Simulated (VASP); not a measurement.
# Sr (Fm-3m) in VASP: single point with PBE

Aim: the single point of Sr with PBE.

Program: VASP 6.6.1. These are calculated values, not measurements. Logs are shortened: lines on timing, memory, paths and dates and some standing lists are left out, and cuts for length are marked.

### Step 1. The cell of the first run

The structure is cubic, space group Fm-3m (No. 225). The conventional cell has a = 6.038 Å, b = 6.038 Å, c = 6.038 Å, α = 90.00°, β = 90.00°, γ = 90.00°. Within 5.6 Å of Sr (site symmetry m-3m) lie 12 Sr at 4.27 Å.

### Step 2. Single point, PBE

Input file INCAR:

```
SYSTEM = Sr
  PREC = Accurate
  ENCUT = 520
  EDIFF = 1E-6
  ISMEAR = -1
  SIGMA = 0.05
  LREAL = .False.
  LASPH = .True.
  NELM = 60
  ALGO = Normal
  ISIF = 2
  LWAVE = .False.
  LCHARG = .False.
  GGA = PE
  NBANDS = 22
```

Input file KPOINTS:

```
regular mesh
0
Gamma
  9 9 4
  0 0 0
```

Input file POSCAR:

```
Sr
1.0
    0.0000000000      3.0191369257     -3.0191369257
   -3.0191369257      0.0000000000      3.0191369257
    6.0382738514      6.0382738514      6.0382738514
Sr
3
Direct
    0.0000000000      0.0000000000      0.0000000000
    0.3333333330      0.6666666670      0.3333333330
    0.6666666670      0.3333333330      0.6666666670
```

Potentials or basis: VASP PAW PBE potentials, release 64 (Sr_sv).

Run with:

```bash
$ cat potpaw_PBE.64/Sr_sv/POTCAR > POTCAR
$ mpirun -np 1 vasp_std > vasp.out
```

OUTCAR:

```text
SYSTEM = Sr
   PREC = Accurate
   ENCUT = 520
   EDIFF = 1E-6
   ISMEAR = -1
   LREAL = .False.
   LASPH = .True.
   NELM = 60
   ISIF = 2
   GGA = PE

 ion  position               nearest neighbor table
   1  0.000  0.000  0.000-   2 4.27   3 4.27   3 4.27   2 4.27   3 4.27   2 4.27
   2  0.333  0.667  0.333-   1 4.27   1 4.27   1 4.27   3 4.27   3 4.27   3 4.27
   3  0.667  0.333  0.667-   1 4.27   1 4.27   1 4.27   2 4.27   2 4.27   2 4.27

  LATTYP: Found a hexagonal cell.
 ALAT       =     4.2697043870
 C/A-ratio  =     2.4494897428

  Lattice vectors:

 A1 = (   0.0000000000,   3.0191369257,  -3.0191369257)
 A2 = (  -3.0191369257,   0.0000000000,   3.0191369257)
 A3 = (   6.0382738514,   6.0382738514,   6.0382738514)

Analysis of symmetry for initial positions (statically):
=====================================================================
 Subroutine PRICEL returns following result:

  LATTYP: Found a face centered cubic cell.
 ALAT       =     6.0382738454

  Lattice vectors:

 A1 = (   3.0191369227,   3.0191369227,   0.0000000000)
 A2 = (  -0.0000000030,   3.0191369227,   3.0191369257)
 A3 = (   3.0191369317,   0.0000000060,   3.0191369257)

   3 primitive cells build up your supercell.

 Routine SETGRP: Setting up the symmetry group for a
 hexagonal supercell.

 Subroutine GETGRP returns: Found 12 space group operations
 (whereof 12 operations were pure point group operations)
 out of a pool of 24 trial point group operations.

The static configuration has the point symmetry D_3d.

Analysis of symmetry for dynamics (positions and initial velocities):
=====================================================================
 Subroutine PRICEL returns following result:

  LATTYP: Found a face centered cubic cell.
 ALAT       =     6.0382738454

  Lattice vectors:

 A1 = (   3.0191369227,   3.0191369227,   0.0000000000)
 A2 = (  -0.0000000030,   3.0191369227,   3.0191369257)
 A3 = (   3.0191369317,   0.0000000060,   3.0191369257)

   3 primitive cells build up your supercell.

 Routine SETGRP: Setting up the symmetry group for a
 hexagonal supercell.

 Subroutine GETGRP returns: Found 12 space group operations
 (whereof 12 operations were pure point group operations)
 out of a pool of 24 trial point group operations.

The dynamic configuration has the point symmetry D_3d.

 Subroutine INISYM returns: Found 12 space group operations
 (whereof 12 operations are pure point group operations),
 and found     3 'primitive' translations

----------------------------------------------------------------------------------------

                                     Primitive cell

  volume of cell :      55.0400

  direct lattice vectors                    reciprocal lattice vectors
     3.019136923  3.019136923  0.000000000     0.165610243  0.165610244 -0.165610243
    -0.000000003  3.019136923  3.019136926    -0.165610243  0.165610243  0.165610243
     3.019136932  0.000000006  3.019136926     0.165610243 -0.165610243  0.165610243

  length of vectors
     4.269704383  4.269704385  4.269704391     0.286845356  0.286845355  0.286845355

  position of ions in fractional coordinates (direct lattice)
     0.000000000  0.000000000  0.000000000

  ion indices of the primitive-cell ions
   primitive index   ion index
                 1           1

----------------------------------------------------------------------------------------

 KPOINTS: regular mesh

Automatic generation of k-mesh.
 Grid dimensions read from file:
 generate k-points for:    9    9    4

 Generating k-lattice:

  Cartesian coordinates                     Fractional coordinates (reciprocal lattice)
    -0.012267425  0.024534851 -0.012267425     0.111111111  0.000000000  0.000000000
    -0.024534851  0.012267425  0.012267425     0.000000000  0.111111111  0.000000000
     0.013800854  0.013800854  0.013800854     0.000000000  0.000000000  0.250000000

  Length of vectors
     0.030048933  0.030048933  0.023903780

  Shift w.r.t. Gamma in fractional coordinates (k-lattice)
     0.000000000  0.000000000  0.000000000

 Subroutine IBZKPT returns following result:
 ===========================================

 Found     43 irreducible k-points:

 Following reciprocal coordinates:
            Coordinates               Weight
  0.000000  0.000000  0.000000      1.000000
  0.111111  0.000000  0.000000      6.000000
  0.222222  0.000000  0.000000      6.000000
  0.333333  0.000000  0.000000      6.000000
  0.444444  0.000000  0.000000      6.000000
  0.111111  0.111111  0.000000      6.000000
[... 16 lines left out ...]
  0.222222  0.111111  0.250000     12.000000
 -0.111111  0.333333  0.250000     12.000000
 [... further k-points ...]
   k-points           NKPTS =     43   k-points in BZ     NKDIM =     43   number of bands    NBANDS=     22
   number of dos      NEDOS =    301   number of ions     NIONS =      3
   total plane-waves  NPLWV =  81920
   dimension x,y,z NGX =    32 NGY =   32 NGZ =   80
   dimension x,y,z NGXF=    64 NGYF=   64 NGZF=  160
   ions per type =               3
   NGX,Y,Z   is equivalent  to a cutoff of  12.46, 12.46, 12.72 a.u.
   NGXF,Y,Z  is equivalent  to a cutoff of  24.92, 24.92, 25.43 a.u.
 SYSTEM =  Sr
   PREC   = accura    normal or accurate (medium, high low for compatibility)
   ISTART =      0    job   : 0-new  1-cont  2-samecut
   ICHARG =      2    charge: 1-file 2-atom 10-const
   ISPIN  =      1    spin polarized calculation?
   LNONCOLLINEAR =      F non collinear calculations
   LSORBIT =      F    spin-orbit coupling
   LASPH  =      T    aspherical Exc in radial PAW
   ENCUT  =  520.0 eV  38.22 Ry    6.18 a.u.   7.94  7.94 19.45*2*pi/ulx,y,z
   NELM   =     60;   NELMIN=  2; NELMDL= -5     # of ELM steps
   EDIFF  = 0.1E-05   stopping-criterion for ELM
   LREAL  =      F    real-space projection
   EDIFFG = 0.1E-04   stopping-criterion for IOM
   NSW    =      0    number of steps for IOM
   IBRION =     -1    ionic relax: 0-MD 1-quasi-New 2-CG
   NFREE  =      0    steps in history (QN), initial steepest desc. (CG)
   ISIF   =      2    stress and relaxation
   ISYM   =      2    0-nonsym 1-usesym 2-fastsym
   POTIM  = 0.5000    time-step for ionic-motion
   TEBEG  =    0.0;   TEEND  =   0.0 temperature during run
   PSTRESS=    0.0 pullay stress
   NELECT =      30.0000    total number of electrons
   NUPDOWN=      -1.0000    fix difference up-down
   EMIN   =  10.00;   EMAX   =-10.00  energy-range for DOS
   EFERMI =   0.00;   METHOD = LEGACY
   ISMEAR =    -1;   SIGMA  =   0.05  broadening in eV -4-tet -1-fermi 0-gaus
   EFERMI_NEDOS =   21; number of points for ismear=-14 and -15
   IALGO  =     38    algorithm
   IMIX   =      4    mixing-type and parameters
     AMIX     =   0.40;   BMIX     =  1.00
     AMIX_MAG =   1.60;   BMIX_MAG =  1.00
  volume/ion in A,a.u.               =      55.04       371.43
  Fermi-wavevector in a.u.,A,eV,Ry     =   0.927218  1.752189 11.697390  0.859734
  Thomas-Fermi vector in A             =   2.053265
   LORBIT       =      0    0 simple, 1 ext, 2 COOP (PROOUT), +10 PAW based schemes
   GGA     = PE    functional components
[... 5 lines left out ...]
 non-spin polarized calculation
  energy-cutoff  :      520.00
  volume of cell :      165.12
 maximum number of plane-waves:      4476
   NGX = 15   NGY = 15   NGZ = 39

 number of electron      30.0000000 magnetization

 Free energy of the ion-electron system (eV)
  ---------------------------------------------------
  ext. energy  EPLUGINS =         0.00000000
  ---------------------------------------------------
  free energy    TOTEN  =        -4.92168420 eV

  energy without entropy =       -4.88269862  energy(sigma->0) =       -4.90219141

 E-fermi :   1.5765     XC(G=0):  -7.3474

 val. band max:        1.5706079349   @ k =   0.3333   0.3333   0.5000
 cond. band min:       1.5852922615   @ k =   0.2222   0.1111   0.5000
 fundamental gap:      0.0146843267
 Fermi energy:         1.5764506911

 k-point     1 :       0.0000    0.0000    0.0000
  band No.  band energies     occupation
      1     -35.0391      2.00000
      2     -35.0287      2.00000
      3     -35.0287      2.00000
      4     -17.0736      2.00000
      5     -17.0736      2.00000
      6     -16.9477      2.00000
[... 14 lines left out ...]
     21       3.9410      0.00000
     22       3.9411      0.00000

 k-point     2 :       0.1111    0.0000    0.0000
  band No.  band energies     occupation
      1     -35.0377      2.00000
      2     -35.0279      2.00000
      3     -35.0278      2.00000
      4     -17.0715      2.00000
      5     -17.0705      2.00000
      6     -16.9673      2.00000
[... 14 lines left out ...]
     21       4.0030      0.00000
     22       4.0264      0.00000

 k-point     3 :       0.2222    0.0000    0.0000
  band No.  band energies     occupation
      1     -35.0339      2.00000
      2     -35.0258      2.00000
      3     -35.0255      2.00000
      4     -17.0720      2.00000
      5     -17.0655      2.00000
      6     -17.0025      2.00000
[... 14 lines left out ...]
     21       4.0882      0.00000
     22       4.1288      0.00000

 k-point     4 :       0.3333    0.0000    0.0000
  band No.  band energies     occupation
      1     -35.0292      2.00000
      2     -35.0239      2.00000
      3     -35.0227      2.00000
      4     -17.0881      2.00000
      5     -17.0818      2.00000
      6     -17.0540      2.00000
[... 14 lines left out ...]
     21       3.7429      0.00000
     22       4.1405      0.00000

 k-point     5 :       0.4444    0.0000    0.0000
  band No.  band energies     occupation
      1     -35.0253      2.00000
      2     -35.0235      2.00000
      3     -35.0210      2.00000
      4     -17.1075      2.00000
      5     -17.1023      2.00000
      6     -17.0941      2.00000
[... 417 lines left out ...]
 k-point    22 :       0.1111    0.1111    0.2500
  band No.  band energies     occupation
      1     -35.0343      2.00000
      2     -35.0292      2.00000
      3     -35.0242      2.00000
      4     -17.0912      2.00000
      5     -17.0376      2.00000
      6     -16.9940      2.00000
[... 14 lines left out ...]
     21       4.0694      0.00000
     22       4.1831      0.00000

 k-point    23 :       0.2222    0.1111    0.2500
  band No.  band energies     occupation
      1     -35.0301      2.00000
      2     -35.0266      2.00000
      3     -35.0223      2.00000
      4     -17.0818      2.00000
      5     -17.0680      2.00000
      6     -17.0287      2.00000
[... 14 lines left out ...]
     21       3.6327      0.00000
     22       4.3323      0.00000

 k-point    24 :      -0.1111    0.3333    0.2500
  band No.  band energies     occupation
      1     -35.0303      2.00000
      2     -35.0260      2.00000
      3     -35.0225      2.00000
      4     -17.0710      2.00000
      5     -17.0612      2.00000
      6     -17.0418      2.00000
[... 14 lines left out ...]
     21       3.8203      0.00000
     22       4.1808      0.00000

 [... further k-points ...]
[... 5 lines left out ...]
  --------------------------------------------------------------------------------------
  -------------------------------------------------------------------------------------
  Total       -0.0425405     -0.0425405     -0.0425405     -0.0040747     -0.0040747     -0.0040747
  in kB       -0.4127749     -0.4127749     -0.4127749     -0.0395371     -0.0395371     -0.0395371
  external PRESSURE =      -0.4127749 kB  Pullay stress =       0.0000000 kB

 VOLUME and BASIS-vectors are now :
 -----------------------------------------------------------------------------
  energy-cutoff  :      520.00
  volume of cell :      165.12
      direct lattice vectors                 reciprocal lattice vectors
     0.000000000  3.019136926 -3.019136926    -0.110406829  0.220813657 -0.110406829
    -3.019136926  0.000000000  3.019136926    -0.220813657  0.110406829  0.110406829
     6.038273851  6.038273851  6.038273851     0.055203414  0.055203414  0.055203414

 POSITION                                       TOTAL-FORCE (eV/Angst)
 -----------------------------------------------------------------------------------
      0.00000      0.00000      0.00000         0.000000      0.000000     -0.000000
     -0.00000      3.01914      3.01914        -0.000000     -0.000000      0.000000
      3.01914      6.03827      3.01914         0.000000      0.000000     -0.000000
 -----------------------------------------------------------------------------------
    total drift:                               -0.000000     -0.000000      0.000000

  FREE ENERGIE OF THE ION-ELECTRON SYSTEM (eV)
  ---------------------------------------------------
  free  energy   TOTEN  =        -4.9216842031 eV

  energy  without entropy=       -4.8826986246  energy(sigma->0) =       -4.90219141
```

Wall time 80 s (1 thread of Intel Xeon Platinum 8488C (Sapphire Rapids), shared host); peak memory 0.33 GiB.

Results:

```
Free energy            : -4.9217 eV
Pressure               : 0.0 GPa
Band gap on the k mesh : zero (band 15 reaches 1.64 eV, above the bottom of band 16 at 1.59 eV)
```

Levels at points of the mesh, in eV from the Fermi level:
```tsv
k point	band 11	band 12	band 13	band 14	band 15	band 16	band 17	band 18	band 19	band 20
(0.00, 0.00, 0.00)	-18.50	-18.50	-3.64	-2.08	-2.08	0.78	0.78	2.35	2.35	2.36
(0.00, 0.00, 0.50)	-18.51	-18.51	-3.20	-3.20	-1.11	0.07	1.76	1.76	2.19	2.19
```
